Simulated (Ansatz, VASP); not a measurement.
## Ba: VASP beside Ansatz

File INCAR:

```
SYSTEM = Ba
PREC = Accurate ; ENCUT = 520
EDIFF = 1E-6 ; ISMEAR = 0
SIGMA = 0.15 ; LREAL = .False.
LASPH = .True. ; NELM = 100
ALGO = Fast ; ISIF = 2
LWAVE = .False. ; LCHARG = .False.
GGA = PE ; NBANDS = 11
```

File KPOINTS:

```
regular mesh
0
Gamma
  14 14 14
  0 0 0
```

Contents of POSCAR:

```
Ba
1.0
   -2.7000000000      2.7000000000      2.6000000000
    2.7000000000     -2.7000000000      2.6000000000
    2.7000000000      2.7000000000     -2.6000000000
Ba
1
Direct
    0.0000000000      0.0000000000      0.0000000000
```

Input for Ansatz:

```yaml
crystal:
  lattice:
    - [-2.7, 2.7, 2.6]
    - [2.7, -2.7, 2.6]
    - [2.7, 2.7, -2.6]
  atoms:
    - { symbol: Ba, position: [0.0, 0.0, 0.0] }
basis:
  ecutwfc: 420
kpoints:
  mp_grid: { grid: [14, 14, 14] }
hamiltonian:
  xc: pbe
scf:
  occupations: { method: gaussian, width: 0.15 }
output:
  forces: true
  stress: true
  eigenvalues: true
```

Change from the starting cell: strain +0.080 along x and y, +0.040 along z, atoms carried along.

Alike in both runs: task single point; functional PBE; k mesh 14 × 14 × 14; occupations gaussian, width 0.15 eV; no spin polarisation.

|  | VASP | Ansatz |
| --- | --- | --- |
| version | VASP 6.6.1 | Ansatz 0.2.0 |
| potentials or method | VASP PAW PBE potentials, release 64 (Ba_sv), cutoff 520 eV | scalar-relativistic, plane waves, PAW |
| valence electrons in the cell | 10 | 10 |

|  | VASP | Ansatz | Ansatz less VASP |
| --- | --- | --- | --- |
| gap on the k mesh at the Fermi level (eV) | none | none | - |
| pressure (GPa) | -1.2 | -1.2 | -0.02 |
| traceless stress, the component that is largest in VASP (GPa) | 0.08 | 0.08 | -0.001 |

A gap of «none» marks a metal or a gap that the smearing closes. The functional is the same, so the differences come from potentials, cutoffs and numerics.

Neither program's run includes spin-orbit coupling.
